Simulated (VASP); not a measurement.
The system is MgC2.

```
Mg C
1.0
     0.00000    2.62000    2.62000
     2.62000    0.00000    2.62000
     2.62000    2.62000    0.00000
Mg C
1 2
Direct
  0.00000 0.00000 0.00000
  0.25000 0.25000 0.25000
  0.75000 0.75000 0.75000
```

* Program: VASP 6.6.1
* Task: relaxation of cell and atoms
* Functional: PBE
* Potentials or basis: VASP PAW PBE potentials, release 64 (Mg, C)
* Cutoff: 600 eV
* k mesh: 7 × 7 × 7
* Occupations: fermi-dirac, width 0.01 eV
* Spin: no spin polarisation

At the start: pressure -6.7 GPa; volume 11.99 Å³/atom.

Task: Where does the relaxation end?

Result: Over 3 steps the energy falls by 20.0 meV/atom and the volume is 11.05 Å³/atom (-7.9 %); space group Fm-3m (No. 225, to 0.1 Å) before and after.

The path:
```csv
step,energy change (eV),largest force (eV/Å),pressure (GPa),volume (Å³)
1,0.0000,0.0000,-6.70,35.97
2,-0.0593,0.0000,-0.71,33.42
3,-0.0600,0.0000,-0.14,33.14
```

Final structure:
```
CELL_PARAMETERS angstrom
0.00000 2.54937 2.54937
2.54937 0.00000 2.54937
2.54937 2.54937 0.00000
ATOMIC_POSITIONS crystal
Mg 0.00000 0.00000 0.00000
C 0.25000 0.25000 0.25000
C 0.75000 0.75000 0.75000
```
